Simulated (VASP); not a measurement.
Input of a VASP 6.6.1 run:

File INCAR:

```
PREC = Accurate
ENCUT = 520
EDIFF = 1E-7
ISMEAR = 0
SIGMA = 0.15
LREAL = F
LASPH = T
NELM = 100
ALGO = Normal
ISIF = 2
LWAVE = F
LCHARG = F
GGA = PE
NBANDS = 14
```

KPOINTS

```
regular mesh
0
Gamma
  20 20 20
```

File POSCAR:

```
HfC
1.0
    0.0000000000      2.2874934413      2.4018681134
    2.2874934413      0.0000000000      2.4018681134
    2.2874934413      2.2874934413      0.0000000000
Hf C
1 1
Direct
    0.5000000000      0.5000000000      0.5000000000
    0.0000000000      0.0000000000      0.0000000000
```

Potentials or basis: VASP PAW PBE potentials, release 64 (Hf_pv, C).

Run with:

```bash
$ cat potpaw_PBE.64/Hf_pv/POTCAR potpaw_PBE.64/C/POTCAR > POTCAR
$ mpirun -np 1 vasp_std > vasp.out
```

What does it give for the band gap on the k mesh?

Zero (bands 7 and 8 overlap by 1.55 eV).

Estimate the pressure.

0.7 GPa.

Stress tensor (GPa, compression positive):
```
  6.81   0.00   0.00
  0.00   6.81   0.00
  0.00   0.00 -11.61
```

Caveat: the stress differs along the axes, from -12 to 7 GPa; spin-orbit coupling is left out, which moves the levels of the heavy elements.
